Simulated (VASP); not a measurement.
# TiO2 (Anatase) (I4_1/amd) in VASP: notebook, part 2 of 2

VASP 6.6.1. Earlier steps stand in the parts before.

**4. Single point, revPBE+D4**

This run uses another cell than the first one, of 11.37 Å³/atom, 0.982 times its volume.

File INCAR:

```
SYSTEM = TiO2
  PREC = Accurate
  ENCUT = 520
  EDIFF = 1E-6
  ISMEAR = -1
  SIGMA = 0.05
  LREAL = .FALSE.
  LASPH = .TRUE.
  NELM = 100
  ALGO = Normal
  ISIF = 2
  LWAVE = .FALSE.
  LCHARG = .FALSE.
  GGA = RE
  IVDW = 13
  NBANDS = 33
```

File KPOINTS:

```
regular mesh
0
G
  10 10 10
  0 0 0
```

File POSCAR:

```
TiO2
1.0
   -1.8918424931      1.8918424931      4.7662565389
    1.8918424931     -1.8918424931      4.7662565389
    1.8918424931      1.8918424931     -4.7662565389
Ti O
2 4
Direct
    0.7500000000      0.2500000000      0.5000000000
    0.0000000000      0.0000000000      0.0000000000
    0.7912816026      0.7912816026      0.0000000000
    0.5412816026      0.0412816026      0.5000000000
    0.9587183974      0.4587183974      0.5000000000
    0.2087183974      0.2087183974      0.0000000000
```

Potentials or basis: VASP PAW PBE potentials, release 64 (Ti_sv, O).

Run with:

```bash
$ cat potpaw_PBE.64/Ti_sv/POTCAR potpaw_PBE.64/O/POTCAR > POTCAR
$ mpirun -np 1 vasp_std > vasp.out
```

OUTCAR:

```text
SYSTEM = TiO2
   PREC = Accurate
   ENCUT = 520
   EDIFF = 1E-6
   ISMEAR = -1
   LREAL = .FALSE.
   LASPH = .TRUE.
   NELM = 100
   ISIF = 2
   GGA = RE
   IVDW = 13

 ion  position               nearest neighbor table
   1  0.750  0.250  0.500-   3 1.93   6 1.93   3 1.93   6 1.93   5 1.99   4 1.99
   2  0.000  0.000  0.000-   4 1.93   5 1.93   4 1.93   5 1.93   3 1.99   6 1.99
   3  0.791  0.791  0.000-   1 1.93   1 1.93   2 1.99
   4  0.541  0.041  0.500-   2 1.93   2 1.93   1 1.99
   5  0.959  0.459  0.500-   2 1.93   2 1.93   1 1.99
   6  0.209  0.209  0.000-   1 1.93   1 1.93   2 1.99

  LATTYP: Found a body centered tetragonal cell.
 ALAT       =     3.7836849862
 C/A-ratio  =     2.5193728105

  Lattice vectors:

 A1 = (  -1.8918424931,   1.8918424931,   4.7662565389)
 A2 = (   1.8918424931,  -1.8918424931,   4.7662565389)
 A3 = (   1.8918424931,   1.8918424931,  -4.7662565389)

Analysis of symmetry for initial positions (statically):
=====================================================================
 Subroutine PRICEL returns:
 Original cell was already a primitive cell.
[... 184 lines left out ...]
 fundamental gap:      2.1240141916
 Fermi energy:         4.6015043570

 k-point     1 :       0.0000    0.0000    0.0000
  band No.  band energies     occupation
      1     -53.0115      2.00000
      2     -52.9527      2.00000
      3     -29.4147      2.00000
      4     -29.1825      2.00000
      5     -29.1825      2.00000
      6     -29.1125      2.00000
[... 853 lines left out ...]
     32       9.9888      0.00000
     33      10.9236      0.00000

 [... further k-points ...]

------------------------ aborting loop because EDIFF is reached ----------------------------------------

  DFT-D4 for vdW energy calculation

  Edisp (eV):   -2.25341

  FORCE on cell =-STRESS in cart. coord.  units (eV):
  Direction    XX          YY          ZZ          XY          YZ          ZX
  --------------------------------------------------------------------------------------
  -------------------------------------------------------------------------------------
  Total       0.27303     0.27303     0.32607     0.00000     0.00000     0.00000
  in kB       6.41087     6.41087     7.65614     0.00000     0.00000     0.00000
  external pressure =        6.83 kB  Pullay stress =        0.00 kB

 VOLUME and BASIS-vectors are now :
 -----------------------------------------------------------------------------
  energy-cutoff  :      520.00
  volume of cell :       68.24
      direct lattice vectors                 reciprocal lattice vectors
    -1.891842493  1.891842493  4.766256539     0.000000000  0.264292615  0.104904131
     1.891842493 -1.891842493  4.766256539     0.264292615  0.000000000  0.104904131
     1.891842493  1.891842493 -4.766256539     0.264292615  0.264292615  0.000000000

 POSITION                                       TOTAL-FORCE (eV/Angst)
 -----------------------------------------------------------------------------------
      0.00000      1.89184      2.38313        -0.000000     -0.000000      0.000000
      0.00000      0.00000      0.00000        -0.000000     -0.000000      0.000000
      0.00000      0.00000      7.54290        -0.000000     -0.000000     -0.020111
      0.00000      1.89184      0.39352         0.000000     -0.000000     -0.020111
      0.00000      1.89184      4.37274         0.000000      0.000000      0.020111
      0.00000      0.00000      1.98961        -0.000000      0.000000      0.020111
 -----------------------------------------------------------------------------------
    total drift:                                0.000000      0.000000     -0.000000

  FREE ENERGIE OF THE ION-ELECTRON SYSTEM (eV)
  ---------------------------------------------------
  free  energy   TOTEN  =       -53.9634970591 eV

  energy  without entropy=      -53.9634970591  energy(sigma->0) =      -53.96349706
```

stdout:

```text
POSCAR found type information on POSCAR TiO
 POSCAR found :  2 types and       6 ions
 scaLAPACK will be used
 -----------------------------------------------------------------------------
|                                                                             |
|                                                                             |
|     You enforced a specific xc type in the INCAR file but a different       |
|     I HOPE YOU KNOW WHAT YOU ARE DOING!                                     |
|                                                                             |
 -----------------------------------------------------------------------------

 LDA part: xc-table for (Slater+PW92), standard interpolation
 POSCAR, INCAR and KPOINTS ok, starting setup
 FFT: planning ... GRIDC
 FFT: planning ... GRID_SOFT
 FFT: planning ... GRID
 WAVECAR not read
 entering main loop
```

Wall time 6.9 min (1 thread of Intel Xeon 6975P-C, shared host); peak memory 0.38 GiB.

Results:

```
Free energy                : -53.9635 eV
Pressure                   : 0.7 GPa
Largest force              : 0.020 eV/Å
Band gap on the k mesh     : 2.12 eV, indirect (least direct gap 2.47 eV)
Dispersion energy per atom : -0.376 eV
```

Forces on the atoms (eV/Å):
```
Ti   0.000  0.000  0.000
Ti   0.000  0.000  0.000
O    0.000  0.000 -0.020
O    0.000  0.000 -0.020
O    0.000  0.000  0.020
O    0.000  0.000  0.020
```

Stress tensor (GPa, compression positive):
```
0.64 0.00 0.00
0.00 0.64 0.00
0.00 0.00 0.77
```

Levels at points of the mesh, in eV from the valence-band top:
```csv
k point,band 21,band 22,band 23,band 24,band 25,band 26,band 27,band 28
"(0.00, 0.00, 0.00)",-0.77,-0.77,-0.47,-0.47,2.12,2.85,3.96,3.96
"(0.50, 0.00, 0.00)",-1.94,-0.94,-0.86,-0.65,3.25,3.54,3.55,3.66
"(0.50, 0.50, 0.00)",-2.07,-2.07,-0.03,-0.03,3.35,3.35,3.81,3.81
"(0.50, 0.50, 0.50)",-1.27,-1.27,-0.13,-0.13,2.47,2.47,3.76,3.76
```

Caveat: the PAW data sets were made with another functional, which shifts forces and pressure a little. A k mesh can miss the band edges.

**5. Single point, PBEsol+D3(BJ)**

This run uses another cell than the first one, of 11.14 Å³/atom, 0.962 times its volume.

File INCAR:

```
SYSTEM = TiO2
PREC = Accurate ; ENCUT = 520
EDIFF = 1E-7 ; ISMEAR = -1
SIGMA = 0.05 ; LREAL = .False.
LASPH = .True. ; NELM = 100
ALGO = Normal ; ISIF = 2
LWAVE = .False. ; LCHARG = .True.
GGA = PS ; IVDW = 12
LELF = .True. ; LVHAR = .True.
NBANDS = 33
```

File KPOINTS:

```
regular mesh
0
Gamma
  10 10 10
  0 0 0
```

File POSCAR:

```
TiO2
1.0
   -1.8809148234      1.8809148234      4.7226519294
    1.8809148234     -1.8809148234      4.7226519294
    1.8809148234      1.8809148234     -4.7226519294
Ti O
2 4
Direct
    0.7500000000      0.2500000000      0.5000000000
    0.0000000000      0.0000000000      0.0000000000
    0.7910881006      0.7910881006      0.0000000000
    0.5410881006      0.0410881006      0.5000000000
    0.9589118994      0.4589118994      0.5000000000
    0.2089118994      0.2089118994      0.0000000000
```

Potentials or basis: VASP PAW PBE potentials, release 64 (Ti_sv, O).

Run with:

```bash
$ cat potpaw_PBE.64/Ti_sv/POTCAR potpaw_PBE.64/O/POTCAR > POTCAR
$ mpirun -np 1 vasp_std > vasp.out
```

OUTCAR:

```text
SYSTEM = TiO2
   PREC = Accurate
   ENCUT = 520
   EDIFF = 1E-7
   ISMEAR = -1
   LREAL = .False.
   LASPH = .True.
   NELM = 100
   ISIF = 2
   GGA = PS
   IVDW = 12
 IVDW          = 12

 ion  position               nearest neighbor table
   1  0.750  0.250  0.500-   3 1.92   6 1.92   3 1.92   6 1.92   5 1.97   4 1.97
   2  0.000  0.000  0.000-   4 1.92   5 1.92   4 1.92   5 1.92   3 1.97   6 1.97
   3  0.791  0.791  0.000-   1 1.92   1 1.92   2 1.97
   4  0.541  0.041  0.500-   2 1.92   2 1.92   1 1.97
   5  0.959  0.459  0.500-   2 1.92   2 1.92   1 1.97
   6  0.209  0.209  0.000-   1 1.92   1 1.92   2 1.97

  LATTYP: Found a body centered tetragonal cell.
 ALAT       =     3.7618296468
 C/A-ratio  =     2.5108271096

  Lattice vectors:

 A1 = (  -1.8809148234,   1.8809148234,   4.7226519294)
 A2 = (   1.8809148234,  -1.8809148234,   4.7226519294)
 A3 = (   1.8809148234,   1.8809148234,  -4.7226519294)

Analysis of symmetry for initial positions (statically):
=====================================================================
 Subroutine PRICEL returns:
 Original cell was already a primitive cell.

 Routine SETGRP: Setting up the symmetry group for a
 body centered tetragonal supercell.

 Subroutine GETGRP returns: Found 16 space group operations
 (whereof  8 operations were pure point group operations)
 out of a pool of 16 trial point group operations.

The static configuration has the point symmetry D_2d.
 The point group associated with its full space group is D_4h.

Analysis of symmetry for dynamics (positions and initial velocities):
=====================================================================
 Subroutine PRICEL returns:
 Original cell was already a primitive cell.

[... 132 lines left out ...]
   EFERMI_NEDOS =   21; number of points for ismear=-14 and -15
   IALGO  =     38    algorithm
   IMIX   =      4    mixing-type and parameters
     AMIX     =   0.40;   BMIX     =  1.00
     AMIX_MAG =   1.60;   BMIX_MAG =  1.00
  volume/ion in A,a.u.               =      11.14        75.17
  Fermi-wavevector in a.u.,A,eV,Ry     =   1.466090  2.770508 29.244617  2.149419
  Thomas-Fermi vector in A             =   2.581869
   LORBIT       =      0    0 simple, 1 ext, 2 COOP (PROOUT), +10 PAW based schemes
   GGA     = PS    functional components
   LHFCALC =     F    Hartree Fock is set to
   AEXX    =    0.0000 exact exchange contribution
   IVDW    =    12    specifies the selected vdW correction
   LEPSILON=     F    determine dielectric tensor
   LRPA    =     F    only Hartree local field effects (RPA)
 non-spin polarized calculation
  energy-cutoff  :      520.00
  volume of cell :       66.83
 maximum number of plane-waves:      1818
   NGX = 21   NGY = 21   NGZ = 21

 number of electron      47.9999988 magnetization

 Free energy of the ion-electron system (eV)
  ---------------------------------------------------
  ext. energy  EPLUGINS =         0.00000000
  ---------------------------------------------------
  free energy    TOTEN  =       -56.20304835 eV

  energy without entropy =      -56.20304835  energy(sigma->0) =      -56.20304835

 E-fermi :   4.5591     XC(G=0): -11.1224

 val. band max:        3.4632529625   @ k =  -0.4000   0.4000   0.0000
 cond. band min:       5.5414842897   @ k =   0.0000   0.0000   0.0000
 fundamental gap:      2.0782313272
 Fermi energy:         4.5591461209

 k-point     1 :       0.0000    0.0000    0.0000
  band No.  band energies     occupation
      1     -52.6089      2.00000
      2     -52.5404      2.00000
      3     -29.2226      2.00000
      4     -28.9621      2.00000
      5     -28.9621      2.00000
      6     -28.8823      2.00000
[... 853 lines left out ...]
     32      10.1644      0.00000
     33      11.0777      0.00000

 [... further k-points ...]

------------------------ aborting loop because EDIFF is reached ----------------------------------------

 Edisp (eV)   -1.19836

 E8    (eV) :    -0.7519

  FORCE on cell =-STRESS in cart. coord.  units (eV):
  Direction    XX          YY          ZZ          XY          YZ          ZX
  --------------------------------------------------------------------------------------
  -------------------------------------------------------------------------------------
  Total       0.29133     0.29133     0.31760     0.00000     0.00000     0.00000
  in kB       6.98405     6.98405     7.61387     0.00000     0.00000     0.00000
  external pressure =        7.19 kB  Pullay stress =        0.00 kB

 VOLUME and BASIS-vectors are now :
 -----------------------------------------------------------------------------
  energy-cutoff  :      520.00
  volume of cell :       66.83
      direct lattice vectors                 reciprocal lattice vectors
    -1.880914823  1.880914823  4.722651929     0.000000000  0.265828093  0.105872719
     1.880914823 -1.880914823  4.722651929     0.265828093  0.000000000  0.105872719
     1.880914823  1.880914823 -4.722651929     0.265828093  0.265828093  0.000000000

 POSITION                                       TOTAL-FORCE (eV/Angst)
 -----------------------------------------------------------------------------------
     -0.00000      1.88091      2.36133        -0.000000     -0.000000      0.000000
      0.00000      0.00000      0.00000        -0.000000     -0.000000      0.000000
      0.00000      0.00000      7.47207         0.000000      0.000000     -0.022061
      0.00000      1.88091      0.38809        -0.000000     -0.000000     -0.022061
      0.00000      1.88091      4.33456         0.000000      0.000000      0.022061
      0.00000      0.00000      1.97324         0.000000      0.000000      0.022061
 -----------------------------------------------------------------------------------
    total drift:                                0.000000      0.000000     -0.000000

  FREE ENERGIE OF THE ION-ELECTRON SYSTEM (eV)
  ---------------------------------------------------
  free  energy   TOTEN  =       -57.4014077508 eV

  energy  without entropy=      -57.4014077508  energy(sigma->0) =      -57.40140775
```

stdout:

```text
POSCAR found type information on POSCAR TiO
 POSCAR found :  2 types and       6 ions
 scaLAPACK will be used
 -----------------------------------------------------------------------------
|                                                                             |
|                                                                             |
|     You enforced a specific xc type in the INCAR file but a different       |
|     I HOPE YOU KNOW WHAT YOU ARE DOING!                                     |
|                                                                             |
 -----------------------------------------------------------------------------

 LDA part: xc-table for (Slater+PW92), standard interpolation
 POSCAR, INCAR and KPOINTS ok, starting setup
 FFT: planning ... GRIDC
 FFT: planning ... GRID_SOFT
 FFT: planning ... GRID
 WAVECAR not read
 entering main loop
```

It took 8.7 min on 1 thread of Intel Xeon Platinum 8375C at 2.90GHz (Ice Lake), shared host; peak memory 0.37 GiB.

What came out:

| Quantity | Value |
| --- | --- |
| Free energy | -57.4014 eV |
| Pressure | 0.7 GPa |
| Largest force | 0.022 eV/Å |
| Band gap on the k mesh | 2.08 eV, indirect (least direct gap 2.43 eV) |
| Dispersion energy per atom | -0.200 eV |

Forces on the atoms (eV/Å):
```
Ti   0.000  0.000  0.000
Ti   0.000  0.000  0.000
O    0.000  0.000 -0.022
O    0.000  0.000 -0.022
O    0.000  0.000  0.022
O    0.000  0.000  0.022
```

Caveat: the PAW data sets were made with another functional, which shifts forces and pressure a little. A k mesh can miss the band edges.

**6. Single point, PBE+D4**

This run uses another cell than the first one, of 11.45 Å³/atom, 0.989 times its volume.

File INCAR:

```
SYSTEM = TiO2
ALGO     = Normal         ! electronic algorithm
EDIFF    = 1E-7           ! SCF threshold, eV
ENCUT    = 520            ! plane-wave cutoff, eV
GGA      = PE             ! functional
ISIF     = 2              ! what is computed and relaxed
ISMEAR   = -1             ! smearing method
IVDW     = 13             ! dispersion correction
LASPH    = .True.         ! aspherical terms in the spheres
LCHARG   = .False.        ! write CHGCAR
LREAL    = .False.        ! projectors in reciprocal space
LWAVE    = .False.        ! write WAVECAR
NBANDS   = 33             ! bands
NELM     = 80             ! most SCF steps
PREC     = Accurate       ! precision mode
SIGMA    = 0.05           ! smearing width, eV
```

File KPOINTS:

```
k-points
0
Gamma
  10 10 10
  0 0 0
```

File POSCAR:

```
TiO2
1.0
   -1.8914090525      1.8914090525      4.8010495410
    1.8914090525     -1.8914090525      4.8010495410
    1.8914090525      1.8914090525     -4.8010495410
Ti O
2 4
Direct
    0.7500000000      0.2500000000      0.5000000000
    0.0000000000      0.0000000000      0.0000000000
    0.7924641059      0.7924641059      0.0000000000
    0.5424641059      0.0424641059      0.5000000000
    0.9575358941      0.4575358941      0.5000000000
    0.2075358941      0.2075358941      0.0000000000
```

Potentials or basis: VASP PAW PBE potentials, release 64 (Ti_sv, O).

Run with:

```bash
$ cat potpaw_PBE.64/Ti_sv/POTCAR potpaw_PBE.64/O/POTCAR > POTCAR
$ mpirun -np 1 vasp_std > vasp.out
```

It took 11 min on 1 thread of Intel Xeon Platinum 8375C at 2.90GHz (Ice Lake), shared host; peak memory 0.37 GiB.

It converged, with:

```
Free energy                : -54.9666 eV
Pressure                   : 0.7 GPa
Largest force              : 0.019 eV/Å
Band gap on the k mesh     : 2.12 eV, indirect (least direct gap 2.44 eV)
Dispersion energy per atom : -0.187 eV
```

Forces on the atoms (eV/Å):
```
Ti   0.000  0.000  0.000
Ti   0.000  0.000  0.000
O    0.000  0.000 -0.019
O    0.000  0.000 -0.019
O    0.000  0.000  0.019
O    0.000  0.000  0.019
```

Levels at points of the mesh, in eV from the valence-band top:
```
           k point  band 20  band 21  band 22  band 23  band 24  band 25  band 26  band 27  band 28  band 29
(0.00, 0.00, 0.00)    -0.78    -0.78    -0.78    -0.45    -0.45     2.12     2.82     3.99     3.99     4.01
(0.50, 0.00, 0.00)    -1.94    -1.93    -0.92    -0.85    -0.64     3.23     3.53     3.55     3.61     4.27
(0.50, 0.50, 0.00)    -2.63    -2.04    -2.04    -0.04    -0.04     3.29     3.29     3.77     3.77     4.87
(0.50, 0.50, 0.50)    -1.34    -1.26    -1.26    -0.11    -0.11     2.46     2.46     3.75     3.75     4.26
```

A k mesh can miss the band edges.

**7. Overview**

```csv
level,cell,gap on the mesh (eV),pressure (GPa),largest force (eV/Å)
r2SCAN+rVV10,"a = 5.494 Å, angles 139.4, 139.4, 58.7°, 6 atoms",2.48,-3.8,0.07
r2SCAN+rVV10,"a = 5.530 Å, angles 139.4, 139.4, 58.7°, 6 atoms",2.43,-7.8,0.18
revPBE+D4,"a = 5.466 Å, angles 139.5, 139.5, 58.6°, 6 atoms",2.12,0.7,0.02
PBEsol+D3(BJ),"a = 5.420 Å, angles 139.4, 139.4, 58.8°, 6 atoms",2.08,0.7,0.02
PBE+D4,"a = 5.496 Å, angles 139.7, 139.7, 58.2°, 6 atoms",2.12,0.7,0.02
```

Alike in all rows: task single point; potentials or basis VASP PAW PBE potentials, release 64 (Ti_sv, O); no spin polarisation; k mesh 10 × 10 × 10; cutoff (eV) 520; smearing fermi-dirac 0.05 eV.

Caveats: the PAW data sets were made with another functional, which shifts forces and pressure a little (some runs).

Total energies depend on the potentials used, so only differences within one code and one set of settings carry meaning.
